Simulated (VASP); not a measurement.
Set up this calculation in VASP 6.6.1, as the native input.

| Item | Value |
| --- | --- |
| Task | single point |
| Functional | PBE |
| Potentials or basis | VASP PAW PBE potentials, release 64 (Ba_sv, O_h) |
| Cutoff | 1340 eV |
| k mesh | 8 × 8 × 8 |
| Occupations | gaussian, width 0.02 eV |
| Spin | no spin polarisation |
| Dipole correction | no |
| Further INCAR settings | ALGO = Normal; EDIFF = 1e-06; NBANDS = 15 |

The structure of BaO lies in POSCAR:

```
BaO
1.0
    0.0000000000      2.7870116222      2.7870116222
    2.7870116222      0.0000000000      2.7870116222
    2.7870116222      2.7870116222      0.0000000000
Ba O
1 1
Direct
    0.0000000000      0.0000000000      0.0000000000
    0.5000000000      0.5000000000      0.5000000000
```

One way to write it, as run:

INCAR

```
ALGO     = Normal         # electronic algorithm
EDIFF    = 1E-6           # SCF threshold, eV
ENCUT    = 1340           # plane-wave cutoff, eV
GGA      = PE             # functional
GGA_COMPAT= False        
ISIF     = 2              # what is computed and relaxed
ISMEAR   = 0              # smearing method
LASPH    = True           # aspherical terms in the spheres
LCHARG   = False          # write CHGCAR
LREAL    = False          # projectors in reciprocal space
LWAVE    = False          # write WAVECAR
NBANDS   = 15             # bands
NELM     = 120            # most SCF steps
PREC     = Accurate       # precision mode
SIGMA    = 0.02           # smearing width, eV
```

KPOINTS

```
k-points
0
Gamma
  8 8 8
```

Potentials or basis: VASP PAW PBE potentials, release 64 (Ba_sv, O_h).

Command:

```console
$ cat potpaw_PBE.64/Ba_sv/POTCAR potpaw_PBE.64/O_h/POTCAR > POTCAR
$ mpirun -np 1 vasp_std > vasp.out
```

Results of the run:

* Pressure: 1.5 GPa
* Band gap on the k mesh: 2.04 eV

Caveat: spin-orbit coupling is left out, which moves the levels of the heavy elements.

Run time: 100 s on 1 thread of AMD EPYC 7R43 64-Core Processor (Zen 3), on a shared host, peak memory 0.31 GiB.
